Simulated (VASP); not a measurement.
Here is a VASP 6.6.1 calculation.

Contents of INCAR:

```
SYSTEM = SiC3
  ALGO = Normal
  EDIFF = 1E-6
  ENCUT = 520
  GGA = PE
  ISIF = 2
  ISMEAR = 0
  LASPH = .True.
  LCHARG = .False.
  LREAL = .False.
  LWAVE = .False.
  NBANDS = 16
  NELM = 80
  PREC = Accurate
  SIGMA = 0.02
```

File KPOINTS:

```
k-points
0
Gamma
  6 6 10
  0 0 0
```

Contents of POSCAR:

```
SiC3
1.0
    5.6100244776      0.0000000000      0.0000000000
    0.0000000000      5.6100244776      0.0000000000
    0.0000000000      0.0000000000      3.0562299656
Si C
1 3
Direct
    0.0000000000      0.0000000000      0.5000000000
    0.0000000000      0.0000000000      0.0000000000
    0.5000000000      0.5000000000      0.7134484192
    0.5000000000      0.5000000000      0.2865515808
```

Potentials or basis: VASP PAW PBE potentials, release 64 (Si, C).

Launch:

```bash
$ cat potpaw_PBE.64/Si/POTCAR potpaw_PBE.64/C/POTCAR > POTCAR
$ mpirun -np 1 vasp_std > vasp.out
```

(1) Predict the band gap on the k mesh.

(2) Predict the pressure.

(3) What does it give for the largest force?

Results:

(1) 1.15 eV (least direct gap 1.54 eV).

(2) 0.0 GPa.

(3) 0.067 eV/Å.
